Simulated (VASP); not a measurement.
I, 4 atoms in the cell. The structure is orthorhombic, space group Cmce (No. 64). The conventional cell has a = 7.203 Å, b = 4.165 Å, c = 9.323 Å, α = 90.00°, β = 90.00°, γ = 90.00°. Within 3.6 Å of I (site symmetry m) lie 4 I at 2.69 to 3.58 Å. 

```yaml
Program: VASP 6.6.1
Task: single point
Functional: PBEsol
Potentials_or_basis: VASP PAW PBE potentials, release 64 (I)
Cutoff: 520 eV
k_mesh: 8 × 8 × 3
Occupations: fermi-dirac, width 0.05 eV
Spin: no spin polarisation
Dipole_correction: no
Further_INCAR_settings: ALGO = Normal; EDIFF = 1e-07; NBANDS = 22
```

Potentials or basis: VASP PAW PBE potentials, release 64 (I).

Command:

```console
$ cat potpaw_PBE.64/I/POTCAR > POTCAR
$ mpirun -np 1 vasp_std > vasp.out
```

Hardware: 1 thread of Intel Xeon 8259CL, on a shared host.

How long does it take, and how much memory?

It took 2.8 min on 1 thread of Intel Xeon 8259CL, on a shared host, peak memory 0.29 GiB. Counts: scf iterations 14, k points 42.
